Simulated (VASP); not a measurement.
# H16CO7 in VASP: further runs

The runs below take H16CO7 through molecular dynamics, with PBE+D3(BJ).

Everything below comes from runs of VASP 6.6.1. Logs are shortened: lines on timing, memory, paths and dates and some standing lists are left out, and cuts for length are marked.

### 1 The cell of the first run

The cell holds an amorphous packing of atoms, 24 atoms: a = 6.274 Å, b = 6.274 Å, c = 6.274 Å, α = 90.00°, β = 90.00°, γ = 90.00°.

### 2 Molecular dynamics, PBE+D3(BJ)

INCAR

```
ALGO = Normal
EDIFF = 1E-5
ENCUT = 520
GGA = PE
IBRION = 0
ISIF = 2
ISMEAR = -1
ISYM = 0
IVDW = 12
LANGEVIN_GAMMA = 20 20 20
LASPH = True
LCHARG = True
LREAL = Auto
LWAVE = False
MDALGO = 3
NBANDS = 49
NELM = 80
NELMIN = 4
NSW = 40
POTIM = 0.5
PREC = Accurate
RANDOM_SEED = 23343 0 0
SIGMA = 0.05
TEBEG = 300.0
TEEND = 300.0
```

KPOINTS

```
k-points
0
Gamma
  1 1 1
```

POSCAR

```
H16CO7
1.0
    6.2743050000      0.0000000000      0.0000000000
    0.0000000000      6.2743050000      0.0000000000
    0.0000000000      0.0000000000      6.2743050000
O H C
7 16 1
Direct
    0.1033809600      0.7464137500      0.2169349700
    0.1821147500      0.5566614900      0.8359336900
    0.9543406600      0.1423488100      0.2493199200
    0.3985732200      0.2850960900      0.2292427600
    0.5060196900      0.6120962400      0.4582918900
    0.8469076500      0.3767211200      0.6113133600
    0.5840278800      0.1468488900      0.8629435700
    0.1412654700      0.6828544600      0.0755951300
    0.2226873100      0.7125066000      0.3114058000
    0.2922168900      0.5878764000      0.7295443900
    0.0611960900      0.4988498100      0.7526207400
    0.8443886900      0.1429181100      0.1391068400
    1.0114488100     -0.0067100900      0.2403815500
    0.2438386200      0.2665838800      0.2113354400
    0.4592302200      0.2531080700      0.0861027700
    0.4798112200      0.4888170400      0.3558598300
    0.5736154000      0.7253387200      0.3761686800
    0.7420094400      0.4808509500      0.5552839500
    0.8872431200      0.2902158500      0.4850610900
    0.3595481000     -0.0838849900      0.8006340800
    0.6784128300      0.2362720200      0.7696378100
    0.2739313800      0.1801292200      0.7390882800
    0.4583559100      0.0488115000      0.5669042600
    0.4099951000      0.0688224600      0.7341455900
```

Potentials or basis: VASP PAW PBE potentials, release 64 (O, H, C).

Launch:

```console
$ cat potpaw_PBE.64/O/POTCAR potpaw_PBE.64/H/POTCAR potpaw_PBE.64/C/POTCAR > POTCAR
$ mpirun -np 1 vasp_gam > vasp.out
```

OUTCAR:

```text
EDIFF = 1E-5
   ENCUT = 520
   GGA = PE
   IBRION = 0
   ISIF = 2
   ISMEAR = -1
   ISYM = 0
   IVDW = 12
   LASPH = True
   LREAL = Auto
   NELM = 80
   NELMIN = 4
   NSW = 40
   POTIM = 0.5
   PREC = Accurate
   TEBEG = 300.0
 IVDW          = 12

 ion  position               nearest neighbor table
   1  0.103  0.746  0.217-   9 0.98   8 1.00
   2  0.182  0.557  0.836-  10 0.98  11 0.99
   3  0.954  0.142  0.249-  12 0.98  13 1.00
   4  0.399  0.285  0.229-  14 0.98  15 1.00
   5  0.506  0.612  0.458-  17 0.97  16 1.02
   6  0.847  0.377  0.611-  18 0.99  19 0.99
   7  0.584  0.147  0.863-  21 1.00  24 1.44
   8  0.141  0.683  0.076-   1 1.00
   9  0.223  0.713  0.311-   1 0.98
  10  0.292  0.588  0.730-   2 0.98
  11  0.061  0.499  0.753-   2 0.99
  12  0.844  0.143  0.139-   3 0.98
  13  0.011  0.993  0.240-   3 1.00
[... 8 lines left out ...]
  22  0.274  0.180  0.739-  24 1.10
  23  0.458  0.049  0.567-  24 1.10
  24  0.410  0.069  0.734-  20 1.09  23 1.10  22 1.10   7 1.44

IMPORTANT INFORMATION: All symmetrisations will be switched off!
NOSYMM: (Re-)initialisation of all symmetry stuff for point group C_1.

----------------------------------------------------------------------------------------

                                     Primitive cell

  volume of cell :     247.0000

  direct lattice vectors                    reciprocal lattice vectors
     6.274305000  0.000000000  0.000000000     0.159380202  0.000000000  0.000000000
     0.000000000  6.274305000  0.000000000     0.000000000  0.159380202  0.000000000
     0.000000000  0.000000000  6.274305000     0.000000000  0.000000000  0.159380202

  length of vectors
     6.274305000  6.274305000  6.274305000     0.159380202  0.159380202  0.159380202

  position of ions in fractional coordinates (direct lattice)
     0.103380960  0.746413750  0.216934970
     0.182114750  0.556661490  0.835933690
     0.954340660  0.142348810  0.249319920
     0.398573220  0.285096090  0.229242760
     0.506019690  0.612096240  0.458291890
     0.846907650  0.376721120  0.611313360
[... 16 lines left out ...]
     0.458355910  0.048811500  0.566904260
     0.409995100  0.068822460  0.734145590

  ion indices of the primitive-cell ions
   primitive index   ion index
                 1           1
                 2           2
                 3           3
                 4           4
                 5           5
                 6           6
[... 16 lines left out ...]
                23          23
                24          24

----------------------------------------------------------------------------------------

 KPOINTS: k-points

Automatic generation of k-mesh.
 Grid dimensions read from file:
 generate k-points for:    1    1    1

 Generating k-lattice:

  Cartesian coordinates                     Fractional coordinates (reciprocal lattice)
     0.159380202  0.000000000  0.000000000     1.000000000  0.000000000  0.000000000
     0.000000000  0.159380202  0.000000000     0.000000000  1.000000000  0.000000000
     0.000000000  0.000000000  0.159380202     0.000000000  0.000000000  1.000000000

  Length of vectors
     0.159380202  0.159380202  0.159380202

  Shift w.r.t. Gamma in fractional coordinates (k-lattice)
     0.000000000  0.000000000  0.000000000

 Subroutine IBZKPT returns following result:
 ===========================================

 Found      1 irreducible k-points:

 Following reciprocal coordinates:
            Coordinates               Weight
  0.000000  0.000000  0.000000      1.000000
   k-points           NKPTS =      1   k-points in BZ     NKDIM =      1   number of bands    NBANDS=     49
   number of dos      NEDOS =    301   number of ions     NIONS =     24
   total plane-waves  NPLWV = 110592
   dimension x,y,z NGX =    48 NGY =   48 NGZ =   48
   dimension x,y,z NGXF=    96 NGYF=   96 NGZF=   96
   ions per type =               7  16   1
   NGX,Y,Z   is equivalent  to a cutoff of  12.72, 12.72, 12.72 a.u.
   NGXF,Y,Z  is equivalent  to a cutoff of  25.44, 25.44, 25.44 a.u.
 SYSTEM =  unknown system
   PREC   = accura    normal or accurate (medium, high low for compatibility)
   ISTART =      0    job   : 0-new  1-cont  2-samecut
   ICHARG =      2    charge: 1-file 2-atom 10-const
   ISPIN  =      1    spin polarized calculation?
   LNONCOLLINEAR =      F non collinear calculations
   LSORBIT =      F    spin-orbit coupling
   LASPH  =      T    aspherical Exc in radial PAW
   ENCUT  =  520.0 eV  38.22 Ry    6.18 a.u.  11.67 11.67 11.67*2*pi/ulx,y,z
   NELM   =     80;   NELMIN=  4; NELMDL= -5     # of ELM steps
   EDIFF  = 0.1E-04   stopping-criterion for ELM
   LREAL  =      T    real-space projection
   EDIFFG = 0.1E-03   stopping-criterion for IOM
   NSW    =     40    number of steps for IOM
   IBRION =      0    ionic relax: 0-MD 1-quasi-New 2-CG
   NFREE  =      0    steps in history (QN), initial steepest desc. (CG)
   ISIF   =      2    stress and relaxation
   ISYM   =      0    0-nonsym 1-usesym 2-fastsym
   POTIM  = 0.5000    time-step for ionic-motion
   TEBEG  =  300.0;   TEEND  = 300.0 temperature during run
   PSTRESS=    0.0 pullay stress
   NELECT =      62.0000    total number of electrons
   NUPDOWN=      -1.0000    fix difference up-down
   EMIN   =  10.00;   EMAX   =-10.00  energy-range for DOS
   EFERMI =   0.00;   METHOD = LEGACY
   ISMEAR =    -1;   SIGMA  =   0.05  broadening in eV -4-tet -1-fermi 0-gaus
   EFERMI_NEDOS =   21; number of points for ismear=-14 and -15
   IALGO  =     38    algorithm
   IMIX   =      4    mixing-type and parameters
     AMIX     =   0.40;   BMIX     =  1.00
     AMIX_MAG =   1.60;   BMIX_MAG =  1.00
  volume/ion in A,a.u.               =      10.29        69.45
  Fermi-wavevector in a.u.,A,eV,Ry     =   1.032697  1.951515 14.510124  1.066464
  Thomas-Fermi vector in A             =   2.166908
   LORBIT       =      0    0 simple, 1 ext, 2 COOP (PROOUT), +10 PAW based schemes
   GGA     = PE    functional components
   LHFCALC =     F    Hartree Fock is set to
   AEXX    =    0.0000 exact exchange contribution
   IVDW    =    12    specifies the selected vdW correction
   LEPSILON=     F    determine dielectric tensor
   LRPA    =     F    only Hartree local field effects (RPA)
 molecular dynamics for ions
 non-spin polarized calculation
  energy-cutoff  :      520.00
  volume of cell :      247.00
 maximum number of plane-waves:      3334
 NGX is ok and might be reduce to    48
   NGX = 23   NGY = 23   NGZ = 23

--------------------------------------- Ionic step        1  -------------------------------------------

 number of electron      62.0000002 magnetization

 Free energy of the ion-electron system (eV)
  ---------------------------------------------------
  ext. energy  EPLUGINS =         0.00000000
  ---------------------------------------------------
  free energy    TOTEN  =      -118.70566304 eV

  energy without entropy =     -118.70566304  energy(sigma->0) =     -118.70566304

------------------------ aborting loop because EDIFF is reached ----------------------------------------

 Edisp (eV)   -0.80825

 E8    (eV) :    -0.1671

  FORCE on cell =-STRESS in cart. coord.  units (eV):
  Direction    XX          YY          ZZ          XY          YZ          ZX
  --------------------------------------------------------------------------------------
  -------------------------------------------------------------------------------------
  Total      -1.60296     0.49184    -1.74632    -0.53156    -0.43632     0.07954
  in kB     -10.39769     3.19034   -11.32758    -3.44796    -2.83018     0.51594
  external pressure =       -6.18 kB  Pullay stress =        0.00 kB
[... 189 lines left out ...]
  ENERGY OF THE ELECTRON-ION-THERMOSTAT SYSTEM (eV)
  ---------------------------------------------------
% ion-electron   TOTEN  =      -119.454533  see above
  kinetic energy EKIN   =         0.849360
  kin. lattice  EKIN_LAT=         0.000000  (temperature  273.79 K)
  nose potential ES     =         0.000000
  nose kinetic   EPS    =         0.000000
  ---------------------------------------------------
  total energy   ETOTAL =      -118.605172 eV

[... ionic steps 4 to 37 ...]

--------------------------------------- Ionic step       38  -------------------------------------------

 number of electron      62.0000004 magnetization

------------------------ aborting loop because EDIFF is reached ----------------------------------------

 Edisp (eV)   -0.81080

 E8    (eV) :    -0.1679
[... 125 lines left out ...]
  ENERGY OF THE ELECTRON-ION-THERMOSTAT SYSTEM (eV)
  ---------------------------------------------------
% ion-electron   TOTEN  =      -118.826826  see above
  kinetic energy EKIN   =         0.745733
  kin. lattice  EKIN_LAT=         0.000000  (temperature  240.38 K)
  nose potential ES     =         0.000000
  nose kinetic   EPS    =         0.000000
  ---------------------------------------------------
  total energy   ETOTAL =      -118.081092 eV

--------------------------------------- Ionic step       40  -------------------------------------------

 number of electron      62.0000004 magnetization

 Free energy of the ion-electron system (eV)
  ---------------------------------------------------
  ext. energy  EPLUGINS =         0.00000000
  ---------------------------------------------------
  free energy    TOTEN  =      -118.04312295 eV

  energy without entropy =     -118.04312295  energy(sigma->0) =     -118.04312295

 E-fermi :  -1.9154     XC(G=0):  -6.6609

 val. band max:       -3.2093552539   @ k =   0.0000   0.0000   0.0000
 cond. band min:       1.1677892830   @ k =   0.0000   0.0000   0.0000
 fundamental gap:      4.3771445369
 Fermi energy:        -1.9153677533

 k-point     1 :       0.0000    0.0000    0.0000
  band No.  band energies     occupation
      1     -22.8181      2.00000
      2     -22.3620      2.00000
      3     -22.1319      2.00000
      4     -21.9686      2.00000
      5     -21.7078      2.00000
      6     -21.5337      2.00000
[... 35 lines left out ...]
     42       7.0465      0.00000
     43       7.2251      0.00000
 [bands above 43 left out]

------------------------ aborting loop because EDIFF is reached ----------------------------------------

 Edisp (eV)   -0.81124

 E8    (eV) :    -0.1681

  FORCE on cell =-STRESS in cart. coord.  units (eV):
  Direction    XX          YY          ZZ          XY          YZ          ZX
  --------------------------------------------------------------------------------------
  -------------------------------------------------------------------------------------
  Total      -3.69784    -1.80468    -2.12984     1.52055    -1.27920    -0.60303
  in kB     -23.98620   -11.70616   -13.81533     9.86313    -8.29762    -3.91161
  external pressure =      -16.50 kB  Pullay stress =        0.00 kB
[... 45 lines left out ...]
  ENERGY OF THE ELECTRON-ION-THERMOSTAT SYSTEM (eV)
  ---------------------------------------------------
% ion-electron   TOTEN  =      -118.854360  see above
  kinetic energy EKIN   =         0.763641
  kin. lattice  EKIN_LAT=         0.000000  (temperature  246.16 K)
  nose potential ES     =         0.000000
  nose kinetic   EPS    =         0.000000
  ---------------------------------------------------
  total energy   ETOTAL =      -118.090719 eV
```

Wall time 6.8 min (1 thread of Intel Xeon Platinum 8488C (Sapphire Rapids), shared host); peak memory 0.36 GiB.

What came out:

```
Dispersion energy per atom : -0.034 eV
```

Caveat: the k points lie up to 1.00 Å⁻¹ apart.

### 3 Molecular dynamics, PBE+D3(BJ)

INCAR

```
SYSTEM = H16CO7
PREC = Accurate ; ENCUT = 520
EDIFF = 1E-5 ; ISMEAR = -1
SIGMA = 0.05 ; LREAL = Auto
LASPH = .TRUE. ; NELM = 100
ALGO = Normal ; ISIF = 2
LWAVE = .FALSE. ; LCHARG = .FALSE.
GGA = PE ; IVDW = 12
NBANDS = 49 ; IBRION = 0
NSW = 40 ; POTIM = 0.75
TEBEG = 300.0 ; TEEND = 300.0
ISYM = 0 ; NELMIN = 4
RANDOM_SEED = 598038 0 0 ; MDALGO = 1
ANDERSEN_PROB = 0.0
```

KPOINTS

```
Automatic mesh
0
G
  1 1 1
  0 0 0
```

POSCAR

```
H16CO7
1.0
    6.2743050000      0.0000000000      0.0000000000
    0.0000000000      6.2743050000      0.0000000000
    0.0000000000      0.0000000000      6.2743050000
O H C
7 16 1
Direct
    0.0258709300      0.7285608500      0.2516057400
    0.1625570500      0.5944001100      0.8374982000
    0.9326522500      0.1240726500      0.2751266200
    0.3494645100      0.2893658700      0.2451109200
    0.5152640600      0.6279728800      0.4160535600
    0.8291936600      0.4083651700      0.6160460800
    0.5224425900      0.2158002900      0.8276718900
    0.0630551700      0.6830414800      0.1057138000
    0.1616230500      0.7094950800      0.3200695100
    0.2934574100      0.6113766900      0.7452253000
    0.0315529900      0.5471585100      0.7652532000
    0.8200353000      0.1622589100      0.1817101700
    0.9703151100     -0.0332489000      0.2551846400
    0.2043712800      0.2246208600      0.2526878800
    0.3883272700      0.2940332800      0.0887896000
    0.4786196200      0.5011051900      0.3285199200
    0.5851662900      0.7269895500      0.3225056800
    0.7233918200      0.4987427700      0.5317092000
    0.8476647300      0.2895189600      0.5158863800
    0.5062544300     -0.1058587800      0.7697453400
    0.6447070200      0.2519602400      0.7434339700
    0.2690790500      0.0107558500      0.8305789600
    0.3703408500      0.0413331400      0.5674411800
    0.4103394000      0.0393652300      0.7378600700
```

Potentials or basis: VASP PAW PBE potentials, release 64 (O, H, C).

Launch:

```console
$ cat potpaw_PBE.64/O/POTCAR potpaw_PBE.64/H/POTCAR potpaw_PBE.64/C/POTCAR > POTCAR
$ mpirun -np 1 vasp_gam > vasp.out
```

It took 7 min on 1 thread of Intel Xeon Platinum 8488C (Sapphire Rapids), shared host; peak memory 0.36 GiB.

It converged, with:

```
Dispersion energy per atom : -0.033 eV
```

Step by step:
| step | potential energy change (eV) | largest force (eV/Å) | pressure (GPa) | volume (Å³) | temperature (K) |
| --- | --- | --- | --- | --- | --- |
| 1 | 0.0000 | 1.9773 | 0.21 | 247.00 | 302 |
| 2 | 0.0185 | 3.5203 | -0.07 | 247.00 | 297 |
| 3 | 0.0800 | 4.2737 | -0.37 | 247.00 | 279 |
| 4 | 0.0894 | 3.6202 | -0.72 | 247.00 | 276 |
| 5 | 0.0382 | 3.0563 | -1.11 | 247.00 | 292 |
| 6 | -0.0404 | 2.7302 | -1.39 | 247.00 | 318 |
| 7 | -0.1211 | 2.0731 | -1.53 | 247.00 | 344 |
| 8 | -0.1584 | 1.9575 | -1.43 | 247.00 | 356 |
| 9 | -0.0981 | 2.2622 | -1.11 | 247.00 | 335 |
| 10 | 0.0402 | 3.3875 | -0.70 | 247.00 | 292 |
| 11 | 0.1265 | 4.1997 | -0.46 | 247.00 | 265 |
| 12 | 0.0619 | 3.3090 | -0.59 | 247.00 | 285 |
| 13 | -0.0751 | 2.6517 | -0.88 | 247.00 | 328 |
| 14 | -0.1446 | 2.5279 | -1.12 | 247.00 | 350 |
| 15 | -0.0964 | 2.5854 | -1.09 | 247.00 | 335 |
| 16 | 0.0191 | 4.0044 | -0.85 | 247.00 | 298 |
| 17 | 0.0929 | 4.6841 | -0.58 | 247.00 | 275 |
| 18 | 0.0436 | 4.0868 | -0.45 | 247.00 | 291 |
| 19 | -0.0966 | 3.3875 | -0.47 | 247.00 | 336 |
| 20 | -0.2145 | 3.0955 | -0.50 | 247.00 | 373 |
| 21 | -0.2112 | 2.4649 | -0.45 | 247.00 | 372 |
| 22 | -0.0925 | 3.4776 | -0.37 | 247.00 | 335 |
| 23 | 0.0098 | 4.2159 | -0.46 | 247.00 | 303 |
| 24 | -0.0115 | 3.2514 | -0.82 | 247.00 | 309 |
| 25 | -0.1019 | 2.6109 | -1.33 | 247.00 | 337 |
| 26 | -0.1629 | 2.4083 | -1.70 | 247.00 | 357 |
| 27 | -0.1663 | 2.3160 | -1.73 | 247.00 | 359 |
| 28 | -0.1260 | 3.1088 | -1.41 | 247.00 | 346 |
| 29 | -0.0639 | 3.5099 | -0.83 | 247.00 | 326 |
| 30 | -0.0204 | 3.4041 | -0.15 | 247.00 | 312 |
| 31 | -0.0393 | 3.1658 | 0.42 | 247.00 | 318 |
| 32 | -0.0861 | 2.3817 | 0.78 | 247.00 | 331 |
| 33 | -0.0529 | 1.7560 | 0.96 | 247.00 | 319 |
| 34 | 0.0845 | 3.4416 | 0.95 | 247.00 | 275 |
| 35 | 0.1994 | 4.1080 | 0.58 | 247.00 | 239 |
| 36 | 0.1934 | 2.9979 | -0.15 | 247.00 | 239 |
| 37 | 0.1326 | 3.0903 | -1.04 | 247.00 | 258 |
| 38 | 0.1044 | 2.9507 | -1.74 | 247.00 | 268 |
| 39 | 0.1086 | 2.5059 | -2.07 | 247.00 | 267 |
| 40 | 0.1024 | 2.9219 | -2.00 | 247.00 | 270 |

Caveat: the k points lie up to 1.00 Å⁻¹ apart.
